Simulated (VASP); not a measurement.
# SnSe (P4mm) in VASP: a series of runs

The runs below take SnSe through single point, with LDA.

All numbers are computed with VASP 6.6.1; they aren't measurements. Logs are shortened: lines on timing, memory, paths and dates and some standing lists are left out, and cuts for length are marked.

### Step 1. The cell of the first run

The structure is tetragonal, space group P4mm (No. 99). Conventional cell: a = 5.893 Å, b = 5.893 Å, c = 5.893 Å, α = 90.00°, β = 90.00°, γ = 90.00°. Sn (site symmetry 2mm) has 6 Se at 2.95 Å within 3.9 Å. Sn (site symmetry 4mm) has 6 Se at 2.93 to 2.97 Å within 3.9 Å. Within 3.9 Å of Sn (site symmetry 4mm) lie 6 Se at 2.95 Å. Se (site symmetry 4mm) has 6 Sn at 2.93 to 2.97 Å within 3.9 Å. Within 3.9 Å of Se (site symmetry 4mm) lie 6 Sn at 2.95 Å. Within 3.9 Å of Se (site symmetry 2mm) lie 6 Sn at 2.95 Å.

### Step 2. Single point, LDA (atom 5 (Se) moved -0.020 Å along Cartesian [0 0 1])

Input file INCAR:

```
  PREC = Accurate
  ENCUT = 520
  EDIFF = 1E-7
  ISMEAR = 0
  SIGMA = 0.05
  LREAL = F
  LASPH = T
  NELM = 60
  ALGO = Normal
  ISIF = 2
  LWAVE = F
  LCHARG = F
  NBANDS = 50
```

Input file KPOINTS:

```
Automatic mesh
0
Gamma
  6 6 6
```

Input file POSCAR:

```
SnSe
1.0
    5.8932955401      0.0000000000      0.0000000000
    0.0000000000     -5.8932955401      0.0000000000
    0.0000000000      0.0000000000     -5.8932955401
Sn Se
4 4
Direct
    0.0000000000      0.0000000000      0.0000000000
    0.5000000000      0.5000000000      0.0000000000
    0.5000000000      0.0000000000      0.5000000000
    0.0000000000      0.5000000000      0.5000000000
    0.5000000000      0.0000000000      0.0033936869
    0.0000000000      0.5000000000      0.0000000000
    0.0000000000      0.0000000000      0.5000000000
    0.5000000000      0.5000000000      0.5000000000
```

Potentials or basis: VASP PAW LDA potentials, release 64 (Sn_d, Se).

Command:

```sh
$ cat potpaw_LDA.64/Sn_d/POTCAR potpaw_LDA.64/Se/POTCAR > POTCAR
$ mpirun -np 1 vasp_std > vasp.out
```

OUTCAR:

```text
PREC = Accurate
   ENCUT = 520
   EDIFF = 1E-7
   ISMEAR = 0
   LREAL = F
   LASPH = T
   NELM = 60
   ISIF = 2

 ion  position               nearest neighbor table
   1  0.000  0.000  0.000-   6 2.95   7 2.95   7 2.95   6 2.95   5 2.95   5 2.95
   2  0.500  0.500  0.000-   6 2.95   8 2.95   8 2.95   6 2.95   5 2.95   5 2.95
   3  0.500  0.000  0.500-   5 2.93   7 2.95   8 2.95   8 2.95   7 2.95   5 2.97
   4  0.000  0.500  0.500-   6 2.95   7 2.95   8 2.95   6 2.95   7 2.95   8 2.95
   5  0.500  0.000  0.003-   3 2.93   2 2.95   1 2.95   2 2.95   1 2.95   3 2.97
   6  0.000  0.500  0.000-   1 2.95   2 2.95   4 2.95   4 2.95   1 2.95   2 2.95
   7  0.000  0.000  0.500-   1 2.95   3 2.95   4 2.95   1 2.95   4 2.95   3 2.95
   8  0.500  0.500  0.500-   2 2.95   3 2.95   4 2.95   2 2.95   3 2.95   4 2.95

  LATTYP: Found a simple cubic cell.
 ALAT       =     5.8932955401

  Lattice vectors:

 A1 = (   5.8932955401,   0.0000000000,   0.0000000000)
 A2 = (   0.0000000000,  -5.8932955401,   0.0000000000)
 A3 = (   0.0000000000,   0.0000000000,  -5.8932955401)

Analysis of symmetry for initial positions (statically):
=====================================================================
 Subroutine PRICEL returns:
 Original cell was already a primitive cell.

 Routine SETGRP: Setting up the symmetry group for a
 simple cubic supercell.

 Subroutine GETGRP returns: Found  8 space group operations
 (whereof  4 operations were pure point group operations)
 out of a pool of 48 trial point group operations.

The static configuration has the point symmetry C_2v.
 The point group associated with its full space group is C_4v.

Analysis of symmetry for dynamics (positions and initial velocities):
=====================================================================
 Subroutine PRICEL returns:
 Original cell was already a primitive cell.

 Routine SETGRP: Setting up the symmetry group for a
 simple cubic supercell.

 Subroutine GETGRP returns: Found  8 space group operations
 (whereof  4 operations were pure point group operations)
 out of a pool of 48 trial point group operations.

The dynamic configuration has the point symmetry C_2v.
 The point group associated with its full space group is C_4v.

 Subroutine INISYM returns: Found  8 space group operations
 (whereof  4 operations are pure point group operations),
 and found     1 'primitive' translations

----------------------------------------------------------------------------------------

                                     Primitive cell

  volume of cell :     204.6796

  direct lattice vectors                    reciprocal lattice vectors
     5.893295540  0.000000000  0.000000000     0.169684346  0.000000000  0.000000000
     0.000000000 -5.893295540  0.000000000     0.000000000 -0.169684346  0.000000000
     0.000000000  0.000000000 -5.893295540     0.000000000  0.000000000 -0.169684346

  length of vectors
     5.893295540  5.893295540  5.893295540     0.169684346  0.169684346  0.169684346

  position of ions in fractional coordinates (direct lattice)
     0.000000000  0.000000000  0.000000000
     0.500000000  0.500000000  0.000000000
     0.500000000  0.000000000  0.500000000
     0.000000000  0.500000000  0.500000000
     0.500000000  0.000000000  0.003393687
     0.000000000  0.500000000  0.000000000
     0.000000000  0.000000000  0.500000000
     0.500000000  0.500000000  0.500000000

  ion indices of the primitive-cell ions
   primitive index   ion index
                 1           1
                 2           2
                 3           3
                 4           4
                 5           5
                 6           6
                 7           7
                 8           8

----------------------------------------------------------------------------------------

 KPOINTS: Automatic mesh

Automatic generation of k-mesh.
 Grid dimensions read from file:
 generate k-points for:    6    6    6

 Generating k-lattice:

  Cartesian coordinates                     Fractional coordinates (reciprocal lattice)
     0.028280724  0.000000000  0.000000000     0.166666667  0.000000000  0.000000000
     0.000000000 -0.028280724  0.000000000     0.000000000  0.166666667  0.000000000
     0.000000000  0.000000000 -0.028280724     0.000000000  0.000000000  0.166666667

  Length of vectors
     0.028280724  0.028280724  0.028280724

  Shift w.r.t. Gamma in fractional coordinates (k-lattice)
     0.000000000  0.000000000  0.000000000

 Subroutine IBZKPT returns following result:
 ===========================================

 Found     40 irreducible k-points:

 Following reciprocal coordinates:
            Coordinates               Weight
  0.000000  0.000000  0.000000      1.000000
  0.166667  0.000000  0.000000      4.000000
  0.000000  0.000000  0.166667      2.000000
  0.333333  0.000000  0.000000      4.000000
  0.000000  0.000000  0.333333      2.000000
  0.500000  0.000000  0.000000      2.000000
[... 16 lines left out ...]
  0.166667  0.166667  0.166667      8.000000
  0.333333  0.166667  0.166667     16.000000
 [... further k-points ...]
   k-points           NKPTS =     40   k-points in BZ     NKDIM =     40   number of bands    NBANDS=     50
   number of dos      NEDOS =    301   number of ions     NIONS =      8
   total plane-waves  NPLWV = 110592
   dimension x,y,z NGX =    48 NGY =   48 NGZ =   48
   dimension x,y,z NGXF=    96 NGYF=   96 NGZF=   96
   ions per type =               4   4
   NGX,Y,Z   is equivalent  to a cutoff of  13.54, 13.54, 13.54 a.u.
   NGXF,Y,Z  is equivalent  to a cutoff of  27.08, 27.08, 27.08 a.u.
 SYSTEM =  unknown system
   PREC   = accura    normal or accurate (medium, high low for compatibility)
   ISTART =      0    job   : 0-new  1-cont  2-samecut
   ICHARG =      2    charge: 1-file 2-atom 10-const
   ISPIN  =      1    spin polarized calculation?
   LNONCOLLINEAR =      F non collinear calculations
   LSORBIT =      F    spin-orbit coupling
   LASPH  =      T    aspherical Exc in radial PAW
   ENCUT  =  520.0 eV  38.22 Ry    6.18 a.u.  10.96 10.96 10.96*2*pi/ulx,y,z
   NELM   =     60;   NELMIN=  2; NELMDL= -5     # of ELM steps
   EDIFF  = 0.1E-06   stopping-criterion for ELM
   LREAL  =      F    real-space projection
   EDIFFG = 0.1E-05   stopping-criterion for IOM
   NSW    =      0    number of steps for IOM
   IBRION =     -1    ionic relax: 0-MD 1-quasi-New 2-CG
   NFREE  =      0    steps in history (QN), initial steepest desc. (CG)
   ISIF   =      2    stress and relaxation
   ISYM   =      2    0-nonsym 1-usesym 2-fastsym
   POTIM  = 0.5000    time-step for ionic-motion
   TEBEG  =    0.0;   TEEND  =   0.0 temperature during run
   PSTRESS=    0.0 pullay stress
   NELECT =      80.0000    total number of electrons
   NUPDOWN=      -1.0000    fix difference up-down
   EMIN   =  10.00;   EMAX   =-10.00  energy-range for DOS
   EFERMI =   0.00;   METHOD = LEGACY
   ISMEAR =     0;   SIGMA  =   0.05  broadening in eV -4-tet -1-fermi 0-gaus
   EFERMI_NEDOS =   21; number of points for ismear=-14 and -15
   IALGO  =     38    algorithm
   IMIX   =      4    mixing-type and parameters
     AMIX     =   0.40;   BMIX     =  1.00
     AMIX_MAG =   1.60;   BMIX_MAG =  1.00
  volume/ion in A,a.u.               =      25.58       172.66
  Fermi-wavevector in a.u.,A,eV,Ry     =   1.196961  2.261928 19.493274  1.432715
  Thomas-Fermi vector in A             =   2.332888
   LORBIT       =      0    0 simple, 1 ext, 2 COOP (PROOUT), +10 PAW based schemes
   GGA     = CA    functional components
   LHFCALC =     F    Hartree Fock is set to
   AEXX    =    0.0000 exact exchange contribution
   IVDW    =     0    specifies the selected vdW correction
   LEPSILON=     F    determine dielectric tensor
   LRPA    =     F    only Hartree local field effects (RPA)
 non-spin polarized calculation
 Gauss-broadening in eV      SIGMA  =   0.05
  energy-cutoff  :      520.00
  volume of cell :      204.68
 maximum number of plane-waves:      5548
 NGX is ok and might be reduce to    48
   NGX = 21   NGY = 21   NGZ = 21

 number of electron      79.9999966 magnetization

 Free energy of the ion-electron system (eV)
  ---------------------------------------------------
  ext. energy  EPLUGINS =         0.00000000
  ---------------------------------------------------
  free energy    TOTEN  =       -38.00088215 eV

  energy without entropy =      -38.00088155  energy(sigma->0) =      -38.00088185

 E-fermi :   6.3120     XC(G=0): -10.1662

 val. band max:        6.1677416352   @ k =   0.3333   0.5000   0.5000
 cond. band min:       6.4548159501   @ k =   0.3333   0.5000   0.5000
 fundamental gap:      0.2870743148
 Fermi energy:         6.3119596163

 k-point     1 :       0.0000    0.0000    0.0000
  band No.  band energies     occupation
      1     -15.3653      2.00000
      2     -15.3651      2.00000
      3     -15.3650      2.00000
      4     -15.3281      2.00000
      5     -15.3281      2.00000
      6     -15.3281      2.00000
[... 42 lines left out ...]
     49      11.7854      0.00000
     50      11.7882      0.00000

 k-point     2 :       0.1667    0.0000    0.0000
  band No.  band energies     occupation
      1     -15.3625      2.00000
      2     -15.3624      2.00000
      3     -15.3615      2.00000
      4     -15.3275      2.00000
      5     -15.3260      2.00000
      6     -15.3260      2.00000
[... 42 lines left out ...]
     49      11.4301      0.00000
     50      11.6162      0.00000

 k-point     3 :       0.0000    0.0000    0.1667
  band No.  band energies     occupation
      1     -15.3626      2.00000
      2     -15.3623      2.00000
      3     -15.3615      2.00000
      4     -15.3275      2.00000
      5     -15.3260      2.00000
      6     -15.3260      2.00000
[... 1102 lines left out ...]
     49      10.6026      0.00000
     50      10.8419      0.00000

 k-point    24 :       0.3333    0.1667    0.1667
  band No.  band energies     occupation
      1     -15.3511      2.00000
      2     -15.3510      2.00000
      3     -15.3483      2.00000
      4     -15.3307      2.00000
      5     -15.3255      2.00000
      6     -15.3226      2.00000
[... 42 lines left out ...]
     49      10.0993      0.00000
     50      10.1456      0.00000

 [... further k-points ...]
[... 5 lines left out ...]
  --------------------------------------------------------------------------------------
  -------------------------------------------------------------------------------------
  Total        0.2094986      0.2094986      0.2162376      0.0000000      0.0000000      0.0000000
  in kB        1.6398986      1.6398986      1.6926502      0.0000000      0.0000000      0.0000000
  external PRESSURE =       1.6574825 kB  Pullay stress =       0.0000000 kB

 VOLUME and BASIS-vectors are now :
 -----------------------------------------------------------------------------
  energy-cutoff  :      520.00
  volume of cell :      204.68
      direct lattice vectors                 reciprocal lattice vectors
     5.893295540  0.000000000  0.000000000     0.169684346  0.000000000  0.000000000
     0.000000000 -5.893295540  0.000000000     0.000000000 -0.169684346  0.000000000
     0.000000000  0.000000000 -5.893295540     0.000000000  0.000000000 -0.169684346

 POSITION                                       TOTAL-FORCE (eV/Angst)
 -----------------------------------------------------------------------------------
      0.00000      0.00000      0.00000         0.000000      0.000000     -0.002183
      2.94665     -2.94665      0.00000         0.000000      0.000000     -0.002183
      2.94665      0.00000     -2.94665         0.000000      0.000000     -0.005958
      0.00000     -2.94665     -2.94665         0.000000      0.000000      0.002431
      2.94665      0.00000     -0.02000         0.000000      0.000000      0.027154
      0.00000     -2.94665      0.00000         0.000000      0.000000     -0.001581
      0.00000      0.00000     -2.94665         0.000000      0.000000     -0.008841
      2.94665     -2.94665     -2.94665         0.000000      0.000000     -0.008841
 -----------------------------------------------------------------------------------
    total drift:                                0.000000     -0.000000     -0.000087

  FREE ENERGIE OF THE ION-ELECTRON SYSTEM (eV)
  ---------------------------------------------------
  free  energy   TOTEN  =       -38.0008821511 eV

  energy  without entropy=      -38.0008815504  energy(sigma->0) =      -38.00088185
```

Wall time 5.3 min (1 thread of Intel Xeon Platinum 8259CL at 2.50GHz (Skylake/Cascade Lake), shared host); peak memory 0.45 GiB.

What came out:

```
Free energy            : -38.0009 eV
Pressure               : 0.2 GPa
Largest force          : 0.027 eV/Å
Band gap on the k mesh : 0.29 eV
```

Forces in eV/Å, atoms in the order of the input:
```
Sn   0.000  0.000 -0.002
Sn   0.000  0.000 -0.002
Sn   0.000  0.000 -0.006
Sn   0.000  0.000  0.002
Se   0.000  0.000  0.027
Se   0.000  0.000 -0.002
Se   0.000  0.000 -0.009
Se   0.000  0.000 -0.009
```

Caveat: the cell differs from its parent crystal (atom 5 (Se) moved -0.020 Å along Cartesian [0 0 1]); spin-orbit coupling is left out, which moves the levels of the heavy elements. A k mesh can miss the band edges.

### Step 3. Single point, LDA (atom 5 (Se) moved +0.090 Å along Cartesian [0 0 1])

Input file INCAR:

```
PREC = Accurate
ENCUT = 520
EDIFF = 1E-6
ISMEAR = 0
SIGMA = 0.05
LREAL = F
LASPH = T
NELM = 80
ALGO = Normal
ISIF = 2
LWAVE = F
LCHARG = F
NBANDS = 50
```

Input file KPOINTS:

```
regular mesh
0
Gamma
  6 6 6
```

POSCAR, as its differences from that of step 2:

```diff
@@ -12,3 +12,3 @@
     0.0000000000      0.5000000000      0.5000000000
-    0.5000000000      0.0000000000      0.0033936869
+    0.5000000000      0.0000000000     -0.0152715911
     0.0000000000      0.5000000000      0.0000000000
```

Potentials or basis: VASP PAW LDA potentials, release 64 (Sn_d, Se).

Command:

```sh
$ cat potpaw_LDA.64/Sn_d/POTCAR potpaw_LDA.64/Se/POTCAR > POTCAR
$ mpirun -np 1 vasp_std > vasp.out
```

Wall time 4.9 min (1 thread of Intel Xeon Platinum 8259CL at 2.50GHz (Skylake/Cascade Lake), shared host); peak memory 0.45 GiB.

The run converged. Its results:

```yaml
Free_energy: -37.9954 eV
Pressure: 0.2 GPa
Largest_force: 0.135 eV/Å
Band_gap_on_the_k_mesh: 0.22 eV
```

Forces on the atoms (eV/Å):
```
Sn   0.000  0.000  0.010
Sn   0.000  0.000  0.010
Sn   0.000  0.000  0.039
Sn   0.000  0.000 -0.010
Se   0.000  0.000 -0.135
Se   0.000  0.000  0.007
Se   0.000  0.000  0.039
Se   0.000  0.000  0.039
```

Stress tensor (GPa, compression positive):
```
0.17 0.00 0.00
0.00 0.17 0.00
0.00 0.00 0.27
```

Levels at points of the mesh, in eV from the valence-band top:
```csv
k point,band 37,band 38,band 39,band 40,band 41,band 42,band 43,band 44
"(0.00, 0.00, 0.00)",-3.96,-2.38,-2.38,-2.38,2.73,2.73,2.74,4.42
"(0.50, 0.00, 0.00)",-1.82,-1.81,-0.82,-0.81,1.43,1.43,2.18,2.18
"(0.00, 0.00, 0.50)",-1.90,-1.73,-0.82,-0.81,1.41,1.43,2.08,2.33
"(0.50, 0.50, 0.00)",-0.66,-0.66,-0.66,-0.65,1.22,1.22,1.23,1.23
"(0.00, 0.50, 0.50)",-0.73,-0.70,-0.60,-0.59,1.14,1.14,1.27,1.31
"(0.50, 0.50, 0.50)",-0.18,-0.18,-0.17,-0.17,0.72,0.73,0.73,0.74
```

Caveat: the cell differs from its parent crystal (atom 5 (Se) moved +0.090 Å along Cartesian [0 0 1]); spin-orbit coupling is left out, which moves the levels of the heavy elements.
